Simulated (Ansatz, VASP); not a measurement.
# One calculation of GdN, two programs

INCAR

```
SYSTEM = GdN
  ALGO = Normal
  EDIFF = 1E-7
  ENCUT = 520
  GGA = PE
  GGA_COMPAT = .FALSE.
  ISIF = 2
  ISMEAR = 0
  LASPH = .TRUE.
  LCHARG = .FALSE.
  LMAXMIX = 6
  LNONCOLLINEAR = .TRUE.
  LORBIT = 11
  LORBMOM = .TRUE.
  LREAL = .FALSE.
  LSORBIT = .TRUE.
  LWAVE = .FALSE.
  MAGMOM = 0 0 7 0 0 0
  NBANDS = 35
  NELM = 150
  PREC = Accurate
  SIGMA = 0.05
```

File KPOINTS:

```
k-points
0
G
  12 12 12
  0 0 0
```

Contents of POSCAR:

```
GdN
1.0
    0.0000000000      2.4925817428      2.4925817428
    2.4925817428      0.0000000000      2.4925817428
    2.4925817428      2.4925817428      0.0000000000
Gd N
1 1
Direct
    0.5000000000      0.5000000000      0.5000000000
    0.0000000000      0.0000000000      0.0000000000
```

Input for Ansatz:

```yaml
crystal:
  lattice:
    - [0.0, 2.4925817428, 2.4925817428]
    - [2.4925817428, 0.0, 2.4925817428]
    - [2.4925817428, 2.4925817428, 0.0]
  atoms:
    - { symbol: Gd, position: [0.5, 0.5, 0.5], spin: 7.0, spin_axis: [0.0, 0.0, 1.0] }
    - { symbol: "N", position: [0.0, 0.0, 0.0] }
basis:
  ecutwfc: 420
  ecutrho_ratio: 4
kpoints:
  mp_grid: { grid: [12, 12, 12] }
hamiltonian:
  xc: pbe
scf:
  occupations: { method: gaussian, width: 0.05 }
output:
  forces: true
  stress: true
  eigenvalues: true
  populations: true
  hubbard: { sites: [{ species: Gd, l: f }] }
magnetization:
  noncollinear: true
  spin_orbit: true
```

Alike in both runs: task single point; functional PBE; k mesh 12 × 12 × 12; occupations gaussian, width 0.05 eV; non-collinear spin, spin-orbit coupling.

|  | VASP | Ansatz |
| --- | --- | --- |
| version | VASP 6.6.1 | Ansatz 0.2.0 |
| potentials or method | VASP PAW PBE potentials, release 64 (Gd, N), cutoff 520 eV | plane waves, PAW |
| valence electrons in the cell | 23 | 23 |

```csv
,VASP,Ansatz,Ansatz less VASP
pressure (GPa),-0.1,-0.3,-0.26
net moment per atom (μB),3.48,3.47,-0.004
```

The functional is the same, so the differences come from potentials, cutoffs and numerics. Ansatz's warnings: stress scf threshold loose.
